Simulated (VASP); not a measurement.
# Lu (P6_3/mmc) in VASP: a series of runs

Lu is run at these levels: PBEsol; tasks: electric field gradients.

Everything below comes from runs of VASP 6.6.1. Logs are shortened: lines on timing, memory, paths and dates and some standing lists are left out, and cuts for length are marked.

### Step 1. The cell of the first run

It takes space group P6_3/mmc (No. 194, hexagonal). The conventional cell has a = 3.438 Å, b = 3.438 Å, c = 5.453 Å, α = 90.00°, β = 90.00°, γ = 120.00°. Lu (site symmetry -6m2) has 12 Lu at 3.37 to 3.44 Å within 4.4 Å.

### Step 2. Electric field gradients, PBEsol (27.91 Å³/atom)

INCAR reads:

```
PREC = Accurate
ENCUT = 520
EDIFF = 1E-8
ISMEAR = -1
SIGMA = 0.03
LREAL = False
LASPH = True
NELM = 100
ALGO = Normal
ISIF = 2
LWAVE = False
LCHARG = False
GGA = PS
LEFG = True
NBANDS = 32
```

KPOINTS reads:

```
Automatic mesh
0
Gamma
  13 13 8
```

POSCAR reads:

```
Lu
1.0
    3.4382481950      0.0000000000      0.0000000000
   -1.7191240975      2.9776102815      0.0000000000
    0.0000000000      0.0000000000      5.4529640328
Lu
2
Direct
    0.3333333333      0.6666666667      0.2500000000
    0.6666666667      0.3333333333      0.7500000000
```

Potentials or basis: VASP PAW PBE potentials, release 64 (Lu).

Launch:

```bash
cat potpaw_PBE.64/Lu/POTCAR > POTCAR
mpirun -np 1 vasp_std > vasp.out
```

OUTCAR:

```text
PREC = Accurate
   ENCUT = 520
   EDIFF = 1E-8
   ISMEAR = -1
   LREAL = False
   LASPH = True
   NELM = 100
   ISIF = 2
   GGA = PS

 ion  position               nearest neighbor table
   1  0.333  0.667  0.250-   2 3.37   2 3.37   2 3.37   2 3.37   2 3.37   2 3.37
   2  0.667  0.333  0.750-   1 3.37   1 3.37   1 3.37   1 3.37   1 3.37   1 3.37

  LATTYP: Found a hexagonal cell.
 ALAT       =     3.4382481950
 C/A-ratio  =     1.5859716122

  Lattice vectors:

 A1 = (   3.4382481950,   0.0000000000,   0.0000000000)
 A2 = (  -1.7191240975,   2.9776102815,   0.0000000000)
 A3 = (   0.0000000000,   0.0000000000,   5.4529640328)

Analysis of symmetry for initial positions (statically):
=====================================================================
 Subroutine PRICEL returns:
 Original cell was already a primitive cell.

 Routine SETGRP: Setting up the symmetry group for a
 hexagonal supercell.

 Subroutine GETGRP returns: Found 24 space group operations
 (whereof 12 operations were pure point group operations)
 out of a pool of 24 trial point group operations.

The static configuration has the point symmetry D_3d.
 The point group associated with its full space group is D_6h.

Analysis of symmetry for dynamics (positions and initial velocities):
=====================================================================
 Subroutine PRICEL returns:
 Original cell was already a primitive cell.

 Routine SETGRP: Setting up the symmetry group for a
 hexagonal supercell.

 Subroutine GETGRP returns: Found 24 space group operations
 (whereof 12 operations were pure point group operations)
 out of a pool of 24 trial point group operations.

The dynamic configuration has the point symmetry D_3d.
 The point group associated with its full space group is D_6h.

 Subroutine INISYM returns: Found 24 space group operations
 (whereof 12 operations are pure point group operations),
 and found     1 'primitive' translations

----------------------------------------------------------------------------------------

                                     Primitive cell

  volume of cell :      55.8262

  direct lattice vectors                    reciprocal lattice vectors
     3.438248195  0.000000000  0.000000000     0.290845786  0.167919893  0.000000000
    -1.719124097  2.977610282  0.000000000     0.000000000  0.335839786  0.000000000
     0.000000000  0.000000000  5.452964033     0.000000000  0.000000000  0.183386502

  length of vectors
     3.438248195  3.438248195  5.452964033     0.335839786  0.335839786  0.183386502

  position of ions in fractional coordinates (direct lattice)
     0.333333333  0.666666667  0.250000000
     0.666666667  0.333333333  0.750000000

  ion indices of the primitive-cell ions
   primitive index   ion index
                 1           1
                 2           2

----------------------------------------------------------------------------------------

 KPOINTS: Automatic mesh

Automatic generation of k-mesh.
 Grid dimensions read from file:
 generate k-points for:   13   13    8

 Generating k-lattice:

  Cartesian coordinates                     Fractional coordinates (reciprocal lattice)
     0.022372753  0.012916915  0.000000000     0.076923077 -0.000000000  0.000000000
     0.000000000  0.025833830  0.000000000     0.000000000  0.076923077  0.000000000
     0.000000000  0.000000000  0.022923313     0.000000000  0.000000000  0.125000000

  Length of vectors
     0.025833830  0.025833830  0.022923313

  Shift w.r.t. Gamma in fractional coordinates (k-lattice)
     0.000000000  0.000000000  0.000000000

 Subroutine IBZKPT returns following result:
 ===========================================

 Found    105 irreducible k-points:

 Following reciprocal coordinates:
            Coordinates               Weight
  0.000000  0.000000  0.000000      1.000000
  0.076923  0.000000  0.000000      6.000000
  0.153846  0.000000  0.000000      6.000000
  0.230769  0.000000  0.000000      6.000000
  0.307692  0.000000  0.000000      6.000000
  0.384615  0.000000  0.000000      6.000000
[... 16 lines left out ...]
  0.076923  0.000000  0.125000     12.000000
  0.153846  0.000000  0.125000     12.000000
 [... further k-points ...]
   k-points           NKPTS =    105   k-points in BZ     NKDIM =    105   number of bands    NBANDS=     32
   number of dos      NEDOS =    301   number of ions     NIONS =      2
   total plane-waves  NPLWV =  32928
   dimension x,y,z NGX =    28 NGY =   28 NGZ =   42
   dimension x,y,z NGXF=    56 NGYF=   56 NGZF=   84
   ions per type =               2
   NGX,Y,Z   is equivalent  to a cutoff of  13.54, 13.54, 12.80 a.u.
   NGXF,Y,Z  is equivalent  to a cutoff of  27.08, 27.08, 25.61 a.u.
 SYSTEM =  unknown system
   PREC   = accura    normal or accurate (medium, high low for compatibility)
   ISTART =      0    job   : 0-new  1-cont  2-samecut
   ICHARG =      2    charge: 1-file 2-atom 10-const
   ISPIN  =      1    spin polarized calculation?
   LNONCOLLINEAR =      F non collinear calculations
   LSORBIT =      F    spin-orbit coupling
   LASPH  =      T    aspherical Exc in radial PAW
   ENCUT  =  520.0 eV  38.22 Ry    6.18 a.u.   6.39  6.39 10.14*2*pi/ulx,y,z
   NELM   =    100;   NELMIN=  2; NELMDL= -5     # of ELM steps
   EDIFF  = 0.1E-07   stopping-criterion for ELM
   LREAL  =      F    real-space projection
   EDIFFG = 0.1E-06   stopping-criterion for IOM
   NSW    =      0    number of steps for IOM
   IBRION =     -1    ionic relax: 0-MD 1-quasi-New 2-CG
   NFREE  =      0    steps in history (QN), initial steepest desc. (CG)
   ISIF   =      2    stress and relaxation
   ISYM   =      2    0-nonsym 1-usesym 2-fastsym
   POTIM  = 0.5000    time-step for ionic-motion
   TEBEG  =    0.0;   TEEND  =   0.0 temperature during run
   PSTRESS=    0.0 pullay stress
   NELECT =      50.0000    total number of electrons
   NUPDOWN=      -1.0000    fix difference up-down
   EMIN   =  10.00;   EMAX   =-10.00  energy-range for DOS
   EFERMI =   0.00;   METHOD = LEGACY
   ISMEAR =    -1;   SIGMA  =   0.03  broadening in eV -4-tet -1-fermi 0-gaus
   EFERMI_NEDOS =   21; number of points for ismear=-14 and -15
   IALGO  =     38    algorithm
   IMIX   =      4    mixing-type and parameters
     AMIX     =   0.40;   BMIX     =  1.00
     AMIX_MAG =   1.60;   BMIX_MAG =  1.00
  volume/ion in A,a.u.               =      27.91       188.37
  Fermi-wavevector in a.u.,A,eV,Ry     =   1.578043  2.982070 33.881511  2.490221
  Thomas-Fermi vector in A             =   2.678634
   LORBIT       =      0    0 simple, 1 ext, 2 COOP (PROOUT), +10 PAW based schemes
   GGA     = PS    functional components
   LHFCALC =     F    Hartree Fock is set to
   AEXX    =    0.0000 exact exchange contribution
   IVDW    =     0    specifies the selected vdW correction
   LEPSILON=     F    determine dielectric tensor
   LRPA    =     F    only Hartree local field effects (RPA)
 non-spin polarized calculation
  energy-cutoff  :      520.00
  volume of cell :       55.83
 maximum number of plane-waves:      1534
 NGX is ok and might be reduce to    28
   NGX = 13   NGY = 13   NGZ = 21

 number of electron      49.9999995 magnetization

 Free energy of the ion-electron system (eV)
  ---------------------------------------------------
  ext. energy  EPLUGINS =         0.00000000
  ---------------------------------------------------
  free energy    TOTEN  =        -9.90191033 eV

  energy without entropy =       -9.89184817  energy(sigma->0) =       -9.89687925

 E-fermi :   2.2417     XC(G=0): -10.9818

 val. band max:        2.2393802461   @ k =   0.2308   0.1538   0.1250
 cond. band min:       2.2456065597   @ k =   0.2308   0.1538   0.3750
 fundamental gap:      0.0062263136
 Fermi energy:         2.2417275508

 k-point     1 :       0.0000    0.0000    0.0000
  band No.  band energies     occupation
      1     -53.8397      2.00000
      2     -53.7988      2.00000
      3     -24.8214      2.00000
      4     -24.3272      2.00000
      5     -24.3272      2.00000
      6     -24.2371      2.00000
[... 24 lines left out ...]
     31       5.8602      0.00000
     32       5.8602      0.00000
[... 774 lines left out ...]
      2     -53.7977      2.00000
      3     -24.7620      2.00000
      4     -24.4084      2.00000
      5     -24.3518      2.00000
      6     -24.3424      2.00000
[... 24 lines left out ...]
     31       5.8626      0.00000
     32       5.8683      0.00000

 [... further k-points ...]

------------------------ aborting loop because EDIFF is reached ----------------------------------------

  FORCE on cell =-STRESS in cart. coord.  units (eV):
  Direction    XX          YY          ZZ          XY          YZ          ZX
  --------------------------------------------------------------------------------------
  -------------------------------------------------------------------------------------
  Total       -0.0285691     -0.0285691     -0.6029819      0.0000000      0.0000000     -0.0000000
  in kB       -0.8199175     -0.8199175    -17.3052210      0.0000000      0.0000000     -0.0000000
  external PRESSURE =      -6.3150186 kB  Pullay stress =       0.0000000 kB

 VOLUME and BASIS-vectors are now :
 -----------------------------------------------------------------------------
  energy-cutoff  :      520.00
  volume of cell :       55.83
      direct lattice vectors                 reciprocal lattice vectors
     3.438248195  0.000000000  0.000000000     0.290845786  0.167919893  0.000000000
    -1.719124097  2.977610282  0.000000000     0.000000000  0.335839786  0.000000000
     0.000000000  0.000000000  5.452964033     0.000000000  0.000000000  0.183386502

 POSITION                                       TOTAL-FORCE (eV/Angst)
 -----------------------------------------------------------------------------------
     -0.00000      1.98507      1.36324         0.000000      0.000000      0.000000
      1.71912      0.99254      4.08972        -0.000000     -0.000000      0.000000
 -----------------------------------------------------------------------------------
    total drift:                               -0.000000      0.000000     -0.000000

  FREE ENERGIE OF THE ION-ELECTRON SYSTEM (eV)
  ---------------------------------------------------
  free  energy   TOTEN  =        -9.9019103348 eV

  energy  without entropy=       -9.8918481687  energy(sigma->0) =       -9.89687925

 Electric field gradients (V/A^2)
---------------------------------------------------------------------
 ion       V_xx      V_yy      V_zz      V_xy      V_xz      V_yz
---------------------------------------------------------------------
   1     -34.276   -34.279    68.555    -0.003     0.000    -0.000
   2     -34.276   -34.279    68.555    -0.003    -0.000     0.000
---------------------------------------------------------------------

 Electric field gradients after diagonalization (V/A^2)
 (convention: |V_zz| > |V_xx| > |V_yy|)
----------------------------------------------------------------------
 ion       V_xx      V_yy      V_zz     asymmetry (V_yy - V_xx)/ V_zz
----------------------------------------------------------------------
   1     -34.281   -34.274    68.555       0.000
   2     -34.281   -34.274    68.555       0.000
----------------------------------------------------------------------

           NMR quadrupolar parameters

 Cq : quadrupolar parameter    Cq=e*Q*V_zz/h
 eta: asymmetry parameters     (V_yy - V_xx)/ V_zz
 Q  : nuclear electric quadrupole moment in mb (millibarn)
----------------------------------------------------------------------
 ion       Cq(MHz)       eta       Q (mb)
----------------------------------------------------------------------
   1       0.166       0.000       1.000
   2       0.166       0.000       1.000
----------------------------------------------------------------------
```

Wall time 2.2 min (1 thread of AMD EPYC 9R45 (Zen 5), shared host); peak memory 0.26 GiB.

What came out:

```yaml
Free_energy: -9.9019 eV
Pressure: -0.6 GPa
Band_gap_on_the_k_mesh: zero (bands 25 and 26 overlap by 1.75 eV)
Largest_electric_field_gradient_by_atom: Lu +68.6 V/Å²
```

Electric field gradients, principal values (V/Å²):
```
atom    least   middle  greatest (by size)
1 Lu  -34.274  -34.281              68.555
2 Lu  -34.274  -34.281              68.555
```

Caveat: without QUAD_EFG the Cq values of the log hold for a quadrupole moment of 1 mb, not for the nuclei; the PAW data sets were made with another functional, which shifts forces and pressure a little; spin-orbit coupling is left out, which moves the levels of the heavy elements.

(Part 1 of 2 ends here.)

The gap in the log of VASP goes by the Fermi energy; the results here count the filled bands.